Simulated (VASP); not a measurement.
Wanted: the native input for a VASP 6.6.1 run.

- Task: single point
- Functional: PBE
- Potentials or basis: VASP PAW PBE potentials, release 64 (Hf_pv)
- Cutoff: 520 eV
- k mesh: 20 × 20 × 20
- Occupations: gaussian, width 0.05 eV
- Spin: no spin polarisation
- Dipole correction: no
- Further INCAR settings: ALGO = Fast; EDIFF = 1e-06; NBANDS = 11

The structure of Hf lies in POSCAR:

```
Hf
1.0
   -1.5894976751      1.5894976751      1.5894976751
    1.5894976751     -1.5894976751      1.5894976751
    1.5894976751      1.5894976751     -1.5894976751
Hf
1
Direct
    0.0000000000      0.0000000000      0.0000000000
```

This cell differs from its parent crystal: volume scaled by 0.720.

The input as run:

INCAR

```
  PREC = Accurate
  ENCUT = 520
  EDIFF = 1E-6
  ISMEAR = 0
  SIGMA = 0.05
  LREAL = F
  LASPH = T
  NELM = 80
  ALGO = Fast
  ISIF = 2
  LWAVE = F
  LCHARG = T
  GGA = PE
  LELF = T
  LVHAR = T
  NBANDS = 11
```

KPOINTS

```
Automatic mesh
0
Gamma
  20 20 20
```

Potentials or basis: VASP PAW PBE potentials, release 64 (Hf_pv).

Run with:

```console
$ cat potpaw_PBE.64/Hf_pv/POTCAR > POTCAR
$ mpirun -np 1 vasp_std > vasp.out
```

It gave:

```
Pressure               : 55.0 GPa
Band gap on the k mesh : zero (band 5 reaches 8.76 eV, above the bottom of band 6 at 6.11 eV)
```

Caveat: spin-orbit coupling is left out, which moves the levels of the heavy elements.

Wall time 13 s on 1 thread of Intel(R) Xeon(R) 6975P-C (Granite Rapids), on a shared host, peak memory 0.15 GiB.
